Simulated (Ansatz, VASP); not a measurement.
**Sn: VASP beside Ansatz**

```
Sn
1.0
    -2.85194    2.85194    1.57531
     2.85194   -2.85194    1.57531
     2.85194    2.85194   -1.57531
Sn
2
Cartesian
  0.0000 2.8519 0.7877
  0.0000 0.0000 0.0000
```

Change from the starting cell: strain -0.030 along x and y, -0.015 along z, atoms carried along.

Alike in both runs: task single point; functional r2SCAN; k mesh 16 × 16 × 16; occupations gaussian, width 0.15 eV; no spin polarisation.

|  | VASP | Ansatz |
| --- | --- | --- |
| version | VASP 6.6.1 | Ansatz 0.2.0 |
| potentials or method | VASP PAW PBE potentials, release 64 (Sn_d), cutoff 520 eV | scalar-relativistic, plane waves, PAW |
| valence electrons in the cell | 28 | 28 |

|  | VASP | Ansatz | Ansatz less VASP |
| --- | --- | --- | --- |
| gap on the k mesh at the Fermi level (eV) | none | none | - |
| pressure (GPa) | 4.8 | 4.8 | 0.00 |
| traceless stress, the component that is largest in VASP (GPa) | -1.36 | -1.35 | +0.002 |

VASP's potentials were made for PBE, not for r2SCAN. A gap of «none» marks a metal or a gap that the smearing closes.
